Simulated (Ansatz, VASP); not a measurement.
One calculation of Cd2HgS3, two programs

```
CELL_PARAMETERS angstrom
4.21201 0.00326 -0.00085
0.00509 7.27021 -0.01221
-0.00220 -0.01755 10.30034
ATOMIC_POSITIONS crystal
Cd 0.49992 0.49979 0.00170
Cd 0.00020 0.99962 0.00166
Cd 0.49905 0.16693 0.33259
Cd 0.99973 0.66678 0.33280
Hg 0.00289 0.33347 0.66556
Hg 0.49884 0.83359 0.66535
S 0.99932 0.00012 0.75256
S 0.50174 0.50025 0.75255
S 0.99908 0.33333 0.41430
S 0.49950 0.83350 0.41415
S 0.49993 0.16632 0.08331
S 0.99978 0.66630 0.08347
```

Change from the starting cell: cell x2, atoms moved at random (sigma 0.1 Å) and cell strained at random (1.5 %), then relaxed without symmetry.

Alike in both runs: functional PBE; k mesh 4 × 2 × 2; occupations gaussian, width 0.1 eV; no spin polarisation.

Ansatz relaxed the structure, and its values are those at the end. VASP's run is a single point on that final structure, the one shown.

|  | VASP | Ansatz |
| --- | --- | --- |
| version | VASP 6.6.1 | Ansatz 0.2.0 |
| potentials or method | VASP PAW PBE potentials, release 64 (Cd, Hg, S), cutoff 520 eV | scalar-relativistic, plane waves, PAW |
| valence electrons in the cell | 108 | 156 |

Ansatz gave:

| Property | Result |
| --- | --- |
| gap on the k mesh at the Fermi level (eV) | 0.35 |
| least direct gap on the mesh (eV) | 0.35 |
| pressure (GPa) | 0.0 |
| rms of the force components (eV/Å) | 0.005 |

**Question.** Which values does VASP return?

**Answer.** gap on the k mesh at the Fermi level (eV): 0.35; least direct gap on the mesh (eV): 0.35; pressure (GPa): 0.3; rms of the force components (eV/Å): 0.005.

VASP's potentials hold 108 valence electrons a cell and Ansatz's 156, so a difference there can come from the potentials and not from the codes.

The k mesh is coarse, so the values compare programs but aren't converged. Neither program's run includes spin-orbit coupling.
